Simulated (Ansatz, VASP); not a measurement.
# Two plane-wave programs on GaSb

Contents of POSCAR:

```
GaSb
1.0
    0.0000000000      3.0590000000      3.0590000000
    3.0590000000      0.0000000000      3.0590000000
    3.0590000000      3.0590000000      0.0000000000
Ga Sb
1 1
Direct
    0.0000000000      0.0000000000      0.0000000000
    0.2500000000      0.2500000000      0.2500000000
```

Contents of INCAR.step1:

```
PREC = Accurate
ENCUT = 600
ISMEAR = 0
SIGMA = 0.02
LREAL = F
LASPH = T
NELM = 100
GGA = PE
ALGO = Normal
EDIFF = 1E-4
LWAVE = T
LCHARG = F
```

Contents of INCAR.step2:

```
PREC = Accurate
ENCUT = 600
EDIFF = 1E-6
ISMEAR = 0
SIGMA = 0.02
LREAL = F
LASPH = T
NELM = 100
ALGO = Normal
ISIF = 3
LWAVE = F
LCHARG = F
METAGGA = R2SCAN
LMIXTAU = T
IBRION = 2
NSW = 100
EDIFFG = -0.005
ISTART = 1
```

Contents of KPOINTS:

```
Automatic mesh
0
Gamma
  10 10 10
```

Input for Ansatz:

```yaml
crystal:
  lattice:
    - [0.0, 3.059, 3.059]
    - [3.059, 0.0, 3.059]
    - [3.059, 3.059, 0.0]
  atoms:
    - { symbol: Ga, position: [0.0, 0.0, 0.0] }
    - { symbol: Sb, position: [0.25, 0.25, 0.25] }
basis:
  ecutwfc: 500
kpoints:
  mp_grid: { grid: [10, 10, 10] }
hamiltonian:
  xc: r2scan
scf:
  occupations: { method: gaussian, width: 0.02 }
output:
  forces: true
  stress: true
  eigenvalues: true
relax:
  adjacent_minimum: "off"
  f_tol: 0.005
  max_steps: 80
  cell: { stress_tol: 0.05 }
```

Alike in both runs: task relaxation of cell and atoms; functional r2SCAN; k mesh 10 × 10 × 10; occupations gaussian, width 0.02 eV; no spin polarisation.

|  | VASP | Ansatz |
| --- | --- | --- |
| version | VASP 6.6.1 | Ansatz 0.2.0 |
| potentials or method | VASP PAW PBE potentials, release 64 (Ga_d, Sb), cutoff 600 eV | scalar-relativistic, plane waves, PAW |
| valence electrons in the cell | 18 | 28 |

|  | VASP | Ansatz | Ansatz less VASP |
| --- | --- | --- | --- |
| gap on the k mesh at the Fermi level, each at its own relaxed structure (eV) | 0.39 | 0.41 | +0.022 |
| relaxed volume (Å³/atom) | 28.85 | 28.83 | -0.023 |
| relaxed cell length with the largest relative difference (Å) | 4.337 | 4.336 | -0.0012 |

VASP's potentials were made for PBE, not for r2SCAN. VASP's potentials hold 18 valence electrons a cell and Ansatz's 28, so a difference there can come from the potentials and not from the codes.

Neither program's run includes spin-orbit coupling.
